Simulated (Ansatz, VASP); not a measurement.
# ZnMo3 in VASP and in Ansatz

The input INCAR:

```
SYSTEM = ZnMo3
PREC     = Accurate       ! precision mode
ENCUT    = 520            ! plane-wave cutoff, eV
EDIFF    = 1E-6           ! SCF threshold, eV
ISMEAR   = -1             ! smearing method
SIGMA    = 0.05           ! smearing width, eV
LREAL    = .False.        ! projectors in reciprocal space
LASPH    = .True.         ! aspherical terms in the spheres
NELM     = 60             ! most SCF steps
ALGO     = Normal         ! electronic algorithm
ISIF     = 2              ! what is computed and relaxed
LWAVE    = .False.        ! write WAVECAR
LCHARG   = .True.         ! write CHGCAR
GGA      = PE             ! functional
LELF     = .True.         ! ELF
LVHAR    = .True.       
NBANDS   = 35             ! bands
```

The input KPOINTS:

```
regular mesh
0
Gamma
  7 7 7
  0 0 0
```

File POSCAR:

```
ZnMo3
1.0
    3.9692683637      0.0000000000      0.0000000000
    0.0000000000      3.9692683637      0.0000000000
    0.0000000000      0.0000000000      3.9692683637
Mo Zn
3 1
Direct
    0.5000000000      0.5000000000      0.0000000000
    0.5000000000      0.0000000000      0.5000000000
    0.0000000000      0.5000000000      0.5000000000
    0.0000000000      0.0000000000      0.0000000000
```

input.yaml

```yaml
crystal:
  lattice:
    - [3.9692683637, 0.0, 0.0]
    - [0.0, 3.9692683637, 0.0]
    - [0.0, 0.0, 3.9692683637]
  atoms:
    - { symbol: Mo, position: [0.5, 0.5, 0.0] }
    - { symbol: Mo, position: [0.5, 0.0, 0.5] }
    - { symbol: Mo, position: [0.0, 0.5, 0.5] }
    - { symbol: Zn, position: [0.0, 0.0, 0.0] }
hamiltonian:
  xc: pbe
  pseudopotentials: { kind: paw }
kpoints:
  mp_grid: { grid: [7, 7, 7] }
scf:
  occupations: { method: fermi_dirac, width: 0.05 }
output:
  forces: true
  stress: true
  eigenvalues: true
```

Alike in both runs: task single point; functional PBE; k mesh 7 × 7 × 7; occupations fermi-dirac, width 0.05 eV; no spin polarisation.

|  | VASP | Ansatz |
| --- | --- | --- |
| version | VASP 6.6.1 | Ansatz 0.2.0 |
| potentials or method | VASP PAW PBE potentials, release 64 (Mo_sv, Zn) | Ansatz PAW |
| plane-wave cutoff (eV) | 520 | 420 |
| valence electrons in the cell | 54 | 54 |

VASP gave:

- gap on the k mesh at the Fermi level (eV): none
- pressure (GPa): -4.8

Q: What did Ansatz give for the same quantities?

A: gap on the k mesh at the Fermi level (eV): none; pressure (GPa): -5.3.

A gap of «none» marks a metal or a gap that the smearing closes.
